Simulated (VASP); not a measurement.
Input of a VASP 6.6.1 run:

Contents of INCAR:

```
PREC     = Accurate       # precision mode
ENCUT    = 520            # plane-wave cutoff, eV
EDIFF    = 1E-6           # SCF threshold, eV
ISMEAR   = -1             # smearing method
SIGMA    = 0.05           # smearing width, eV
LREAL    = False          # projectors in reciprocal space
LASPH    = True           # aspherical terms in the spheres
NELM     = 60             # most SCF steps
ALGO     = Fast           # electronic algorithm
ISIF     = 2              # what is computed and relaxed
LWAVE    = False          # write WAVECAR
LCHARG   = False          # write CHGCAR
GGA      = PS             # functional
NBANDS   = 10             # bands
```

The input KPOINTS:

```
regular mesh
0
Gamma
  7 7 7
```

POSCAR

```
Rb
1.0
   -1.8574795022      1.8574795022      1.8574795022
    1.8574795022     -1.8574795022      1.8574795022
    1.8574795022      1.8574795022     -1.8574795022
Rb
1
Direct
    0.0000000000      0.0000000000      0.0000000000
```

Potentials or basis: VASP PAW PBE potentials, release 64 (Rb_sv).

The run is started by

```sh
$ cat potpaw_PBE.64/Rb_sv/POTCAR > POTCAR
$ mpirun -np 1 vasp_std > vasp.out
```

Q: Predict the pressure.

A: 20.3 GPa.

Caveat: the PAW data sets were made with another functional, which shifts forces and pressure a little.
